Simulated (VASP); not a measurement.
# Rh (Im-3m) in VASP: notebook

Rh is run at these levels: PBE; tasks: single point.

All numbers are computed with VASP 6.6.1; they aren't measurements. Logs are shortened: lines on timing, memory, paths and dates and some standing lists are left out, and cuts for length are marked.

**1. The cell of the first run**

It takes space group Im-3m (No. 229, cubic). Conventional cell: a = 2.661 Å, b = 2.661 Å, c = 2.661 Å, α = 90.00°, β = 90.00°, γ = 90.00°. Within 3.0 Å of Rh (site symmetry m-3m) lie 14 Rh at 2.30 to 2.66 Å.

This isn't the form of Rh at room conditions, which is fcc.

**2. Single point, PBE (9.42 Å³/atom)**

Contents of INCAR:

```
PREC = Accurate
ENCUT = 500
EDIFF = 1E-6
ISMEAR = -1
SIGMA = 0.1
LREAL = F
LASPH = T
NELM = 120
ALGO = Normal
ISIF = 2
LWAVE = F
LCHARG = T
GGA = PE
LELF = T
LVHAR = T
NBANDS = 14
GGA_COMPAT = F
```

Contents of KPOINTS:

```
Automatic mesh
0
Gamma
  17 17 17
```

Contents of POSCAR:

```
Rh
1.0
   -1.3304808879      1.3304808879      1.3304808879
    1.3304808879     -1.3304808879      1.3304808879
    1.3304808879      1.3304808879     -1.3304808879
Rh
1
Direct
    0.0000000000      0.0000000000      0.0000000000
```

Potentials or basis: VASP PAW PBE potentials, release 64 (Rh_pv).

On the command line:

```
$ cat potpaw_PBE.64/Rh_pv/POTCAR > POTCAR
$ mpirun -np 1 vasp_std > vasp.out
```

OUTCAR:

```text
PREC = Accurate
   ENCUT = 500
   EDIFF = 1E-6
   ISMEAR = -1
   LREAL = F
   LASPH = T
   NELM = 120
   ISIF = 2
   GGA = PE

 ion  position               nearest neighbor table
   1  0.000  0.000  0.000-

  LATTYP: Found a body centered cubic cell.
 ALAT       =     2.6609617758

  Lattice vectors:

 A1 = (  -1.3304808879,   1.3304808879,   1.3304808879)
 A2 = (   1.3304808879,  -1.3304808879,   1.3304808879)
 A3 = (   1.3304808879,   1.3304808879,  -1.3304808879)

Analysis of symmetry for initial positions (statically):
=====================================================================
 Subroutine PRICEL returns:
 Original cell was already a primitive cell.

 Routine SETGRP: Setting up the symmetry group for a
 body centered cubic supercell.

 Subroutine GETGRP returns: Found 48 space group operations
 (whereof 48 operations were pure point group operations)
 out of a pool of 48 trial point group operations.

The static configuration has the point symmetry O_h .

Analysis of symmetry for dynamics (positions and initial velocities):
=====================================================================
 Subroutine PRICEL returns:
 Original cell was already a primitive cell.

 Routine SETGRP: Setting up the symmetry group for a
 body centered cubic supercell.

 Subroutine GETGRP returns: Found 48 space group operations
 (whereof 48 operations were pure point group operations)
 out of a pool of 48 trial point group operations.

The dynamic configuration has the point symmetry O_h .

 Subroutine INISYM returns: Found 48 space group operations
 (whereof 48 operations are pure point group operations),
 and found     1 'primitive' translations

----------------------------------------------------------------------------------------

                                     Primitive cell

  volume of cell :       9.4208

  direct lattice vectors                    reciprocal lattice vectors
    -1.330480888  1.330480888  1.330480888     0.000000000  0.375803970  0.375803970
     1.330480888 -1.330480888  1.330480888     0.375803970  0.000000000  0.375803970
     1.330480888  1.330480888 -1.330480888     0.375803970  0.375803970  0.000000000

  length of vectors
     2.304460496  2.304460496  2.304460496     0.531467072  0.531467072  0.531467072

  position of ions in fractional coordinates (direct lattice)
     0.000000000  0.000000000  0.000000000

  ion indices of the primitive-cell ions
   primitive index   ion index
                 1           1

----------------------------------------------------------------------------------------

 KPOINTS: Automatic mesh

Automatic generation of k-mesh.
 Grid dimensions read from file:
 generate k-points for:   17   17   17

 Generating k-lattice:

  Cartesian coordinates                     Fractional coordinates (reciprocal lattice)
     0.000000000  0.022106116  0.022106116     0.058823529  0.000000000  0.000000000
     0.022106116  0.000000000  0.022106116     0.000000000  0.058823529  0.000000000
     0.022106116  0.022106116  0.000000000     0.000000000  0.000000000  0.058823529

  Length of vectors
     0.031262769  0.031262769  0.031262769

  Shift w.r.t. Gamma in fractional coordinates (k-lattice)
     0.000000000  0.000000000  0.000000000

 Subroutine IBZKPT returns following result:
 ===========================================

 Found    165 irreducible k-points:

 Following reciprocal coordinates:
            Coordinates               Weight
  0.000000  0.000000  0.000000      1.000000
  0.058824  0.000000  0.000000     12.000000
  0.117647  0.000000  0.000000     12.000000
  0.176471  0.000000  0.000000     12.000000
  0.235294  0.000000  0.000000     12.000000
  0.294118  0.000000  0.000000     12.000000
[... 16 lines left out ...]
  0.411765  0.117647  0.000000     48.000000
  0.176471  0.176471  0.000000     24.000000
 [... further k-points ...]
   k-points           NKPTS =    165   k-points in BZ     NKDIM =    165   number of bands    NBANDS=     14
   number of dos      NEDOS =    301   number of ions     NIONS =      1
   total plane-waves  NPLWV =   5832
   dimension x,y,z NGX =    18 NGY =   18 NGZ =   18
   dimension x,y,z NGXF=    36 NGYF=   36 NGZF=   36
   ions per type =               1
   NGX,Y,Z   is equivalent  to a cutoff of  12.99, 12.99, 12.99 a.u.
   NGXF,Y,Z  is equivalent  to a cutoff of  25.97, 25.97, 25.97 a.u.
 SYSTEM =  unknown system
   PREC   = accura    normal or accurate (medium, high low for compatibility)
   ISTART =      0    job   : 0-new  1-cont  2-samecut
   ICHARG =      2    charge: 1-file 2-atom 10-const
   ISPIN  =      1    spin polarized calculation?
   LNONCOLLINEAR =      F non collinear calculations
   LSORBIT =      F    spin-orbit coupling
   LASPH  =      T    aspherical Exc in radial PAW
   ENCUT  =  500.0 eV  36.75 Ry    6.06 a.u.   4.20  4.20  4.20*2*pi/ulx,y,z
   NELM   =    120;   NELMIN=  2; NELMDL= -5     # of ELM steps
   EDIFF  = 0.1E-05   stopping-criterion for ELM
   LREAL  =      F    real-space projection
   EDIFFG = 0.1E-04   stopping-criterion for IOM
   NSW    =      0    number of steps for IOM
   IBRION =     -1    ionic relax: 0-MD 1-quasi-New 2-CG
   NFREE  =      0    steps in history (QN), initial steepest desc. (CG)
   ISIF   =      2    stress and relaxation
   ISYM   =      2    0-nonsym 1-usesym 2-fastsym
   POTIM  = 0.5000    time-step for ionic-motion
   TEBEG  =    0.0;   TEEND  =   0.0 temperature during run
   PSTRESS=    0.0 pullay stress
   NELECT =      15.0000    total number of electrons
   NUPDOWN=      -1.0000    fix difference up-down
   EMIN   =  10.00;   EMAX   =-10.00  energy-range for DOS
   EFERMI =   0.00;   METHOD = LEGACY
   ISMEAR =    -1;   SIGMA  =   0.10  broadening in eV -4-tet -1-fermi 0-gaus
   EFERMI_NEDOS =   21; number of points for ismear=-14 and -15
   IALGO  =     38    algorithm
   IMIX   =      4    mixing-type and parameters
     AMIX     =   0.40;   BMIX     =  1.00
     AMIX_MAG =   1.60;   BMIX_MAG =  1.00
  volume/ion in A,a.u.               =       9.42        63.57
  Fermi-wavevector in a.u.,A,eV,Ry     =   1.911657  3.612508 49.721567  3.654432
  Thomas-Fermi vector in A             =   2.948213
   LORBIT       =      0    0 simple, 1 ext, 2 COOP (PROOUT), +10 PAW based schemes
   GGA     = PE    functional components
   LHFCALC =     F    Hartree Fock is set to
   AEXX    =    0.0000 exact exchange contribution
   IVDW    =     0    specifies the selected vdW correction
   LEPSILON=     F    determine dielectric tensor
   LRPA    =     F    only Hartree local field effects (RPA)
 non-spin polarized calculation
  energy-cutoff  :      500.00
  volume of cell :        9.42
 maximum number of plane-waves:       247
 NGX is ok and might be reduce to    18
   NGX =  9   NGY =  9   NGZ =  9

 number of electron      15.0000006 magnetization

 Free energy of the ion-electron system (eV)
  ---------------------------------------------------
  ext. energy  EPLUGINS =         0.00000000
  ---------------------------------------------------
  free energy    TOTEN  =        -3.90773299 eV

  energy without entropy =       -3.86847613  energy(sigma->0) =       -3.88810456

 E-fermi :  19.9556     XC(G=0): -16.5880

 val. band max:       19.9544670200   @ k =   0.2941   0.1176  -0.0000
 cond. band min:      19.9597118281   @ k =  -0.2941   0.2941   0.0588
 fundamental gap:      0.0052448081
 Fermi energy:        19.9555541782

 k-point     1 :       0.0000    0.0000    0.0000
  band No.  band energies     occupation
      1     -26.5693      2.00000
      2     -26.5693      2.00000
      3     -26.5693      2.00000
      4       9.5153      2.00000
      5      14.7370      2.00000
      6      14.7370      2.00000
      7      14.7370      2.00000
      8      18.9305      1.99993
      9      18.9305      1.99993
     10      38.2247      0.00000
     11      38.2247      0.00000
     12      38.2247      0.00000
     13      40.1928      0.00000
     14      54.5247      0.00000

 k-point     2 :       0.0588    0.0000    0.0000
  band No.  band energies     occupation
      1     -26.6632      2.00000
      2     -26.5975      2.00000
      3     -26.5702      2.00000
      4       9.7363      2.00000
      5      14.6220      2.00000
      6      14.7310      2.00000
      7      14.9411      2.00000
      8      18.7617      1.99999
      9      18.9347      1.99993
     10      38.3832      0.00000
     11      38.5837      0.00000
     12      38.6352      0.00000
     13      40.1922      0.00000
     14      53.0795      0.00000

 k-point     3 :       0.1176    0.0000    0.0000
  band No.  band energies     occupation
      1     -26.9283      2.00000
      2     -26.6779      2.00000
      3     -26.5729      2.00000
      4      10.3366      2.00000
      5      14.3046      2.00000
      6      14.7122      2.00000
      7      15.5427      2.00000
      8      18.3995      2.00000
      9      18.9551      1.99991
     10      38.7537      0.00000
     11      39.6290      0.00000
     12      39.6426      0.00000
     13      40.1922      0.00000
     14      50.7474      0.00000

 k-point     4 :       0.1765    0.0000    0.0000
  band No.  band energies     occupation
      1     -27.3202      2.00000
      2     -26.7983      2.00000
      3     -26.5770      2.00000
      4      11.0654      2.00000
      5      13.8536      2.00000
      6      14.7885      2.00000
      7      16.5080      2.00000
      8      18.1395      2.00000
      9      19.0103      1.99984
     10      38.9806      0.00000
     11      40.1907      0.00000
     12      40.6086      0.00000
     13      41.2783      0.00000
     14      49.1071      0.00000

 k-point     5 :       0.2353    0.0000    0.0000
  band No.  band energies     occupation
      1     -27.7778      2.00000
      2     -26.9410      2.00000
      3     -26.5820      2.00000
      4      11.4047      2.00000
      5      13.3507      2.00000
      6      15.3951      2.00000
      7      17.7768      2.00000
      8      18.1596      2.00000
      9      19.1172      1.99954
     10      38.5693      0.00000
     11      40.1853      0.00000
[... 276 lines left out ...]
 k-point    22 :       0.3529    0.1176    0.0000
  band No.  band energies     occupation
      1     -28.8524      2.00000
      2     -27.4128      2.00000
      3     -26.7163      2.00000
      4      10.8250      2.00000
      5      12.4008      2.00000
      6      17.4671      2.00000
      7      18.8190      1.99998
      8      20.4328      0.01678
      9      24.4082      0.00000
     10      35.6318      0.00000
     11      36.4432      0.00000
     12      40.1947      0.00000
     13      43.3494      0.00000
     14      48.7469      0.00000

 k-point    23 :       0.4118    0.1176    0.0000
  band No.  band energies     occupation
      1     -28.9813      2.00000
      2     -27.4775      2.00000
      3     -26.7198      2.00000
      4      10.6036      2.00000
      5      12.2732      2.00000
      6      17.9860      2.00000
      7      18.8793      1.99996
      8      20.9516      0.00009
      9      25.5327      0.00000
     10      34.6768      0.00000
     11      35.6456      0.00000
     12      40.1944      0.00000
     13      42.4046      0.00000
     14      48.8435      0.00000

 k-point    24 :       0.1765    0.1765    0.0000
  band No.  band energies     occupation
      1     -28.2066      2.00000
      2     -27.1147      2.00000
      3     -26.7427      2.00000
      4      12.0533      2.00000
      5      13.3523      2.00000
      6      14.4820      2.00000
      7      17.7924      2.00000
      8      19.6781      1.88256
      9      20.9697      0.00008
     10      38.7667      0.00000
     11      39.7282      0.00000
     12      40.1932      0.00000
     13      43.5831      0.00000
     14      47.2895      0.00000

 [... further k-points ...]

------------------------ aborting loop because EDIFF is reached ----------------------------------------

  FORCE on cell =-STRESS in cart. coord.  units (eV):
  Direction    XX          YY          ZZ          XY          YZ          ZX
  --------------------------------------------------------------------------------------
  -------------------------------------------------------------------------------------
  Total       17.1489648     17.1489648     17.1489648      0.0000000      0.0000000     -0.0000000
  in kB     2916.5040095   2916.5040095   2916.5040095      0.0000000      0.0000000     -0.0000000
  external PRESSURE =    2916.5040095 kB  Pullay stress =       0.0000000 kB

 VOLUME and BASIS-vectors are now :
 -----------------------------------------------------------------------------
  energy-cutoff  :      500.00
  volume of cell :        9.42
      direct lattice vectors                 reciprocal lattice vectors
    -1.330480888  1.330480888  1.330480888     0.000000000  0.375803970  0.375803970
     1.330480888 -1.330480888  1.330480888     0.375803970  0.000000000  0.375803970
     1.330480888  1.330480888 -1.330480888     0.375803970  0.375803970  0.000000000

 POSITION                                       TOTAL-FORCE (eV/Angst)
 -----------------------------------------------------------------------------------
      0.00000      0.00000      0.00000         0.000000      0.000000     -0.000000
 -----------------------------------------------------------------------------------
    total drift:                               -0.000000      0.000000      0.000000

  FREE ENERGIE OF THE ION-ELECTRON SYSTEM (eV)
  ---------------------------------------------------
  free  energy   TOTEN  =        -3.9077329925 eV

  energy  without entropy=       -3.8684761336  energy(sigma->0) =       -3.88810456
```

Wall time 21 s (1 thread of Intel Xeon Platinum 8559C (Emerald Rapids), shared host); peak memory 0.13 GiB.

Results:

* Free energy: -3.9077 eV
* Pressure: 291.7 GPa
* Band gap on the k mesh: zero (an odd number of electrons rules out a gap without spin polarisation)

Caveat: the cell stands under pressure.

**3. Single point, PBE (14.49 Å³/atom)**

This run uses another cell than the first one, of 14.49 Å³/atom.

Contents of INCAR:

```
PREC     = Accurate       # precision mode
ENCUT    = 500            # plane-wave cutoff, eV
EDIFF    = 1E-6           # SCF threshold, eV
ISMEAR   = -1             # smearing method
SIGMA    = 0.1            # smearing width, eV
LREAL    = F              # projectors in reciprocal space
LASPH    = T              # aspherical terms in the spheres
NELM     = 120            # most SCF steps
ALGO     = Normal         # electronic algorithm
ISIF     = 2              # what is computed and relaxed
LWAVE    = F              # write WAVECAR
LCHARG   = F              # write CHGCAR
GGA      = PE             # functional
NBANDS   = 14             # bands
GGA_COMPAT= F
```

KPOINTS is that of step 2.

Contents of POSCAR:

```
Rh
1.0
   -1.5359279900      1.5359279900      1.5359279900
    1.5359279900     -1.5359279900      1.5359279900
    1.5359279900      1.5359279900     -1.5359279900
Rh
1
Direct
    0.0000000000      0.0000000000      0.0000000000
```

Potentials or basis: VASP PAW PBE potentials, release 64 (Rh_pv).

On the command line:

```
$ cat potpaw_PBE.64/Rh_pv/POTCAR > POTCAR
$ mpirun -np 1 vasp_std > vasp.out
```

It took 20 s on 1 thread of Intel Xeon Platinum 8559C (Emerald Rapids), shared host; peak memory 0.14 GiB.

It converged, with:

| Quantity | Value |
| --- | --- |
| Free energy | -6.9475 eV |
| Pressure | 0.1 GPa |
| Band gap on the k mesh | zero (an odd number of electrons rules out a gap without spin polarisation) |

Levels at points of the mesh, in eV from the Fermi level:
```tsv
k point	band 6	band 7	band 8	band 9	band 10	band 11
(0.00, 0.00, 0.00)	-2.75	-2.75	-0.43	-0.43	18.42	18.42
```
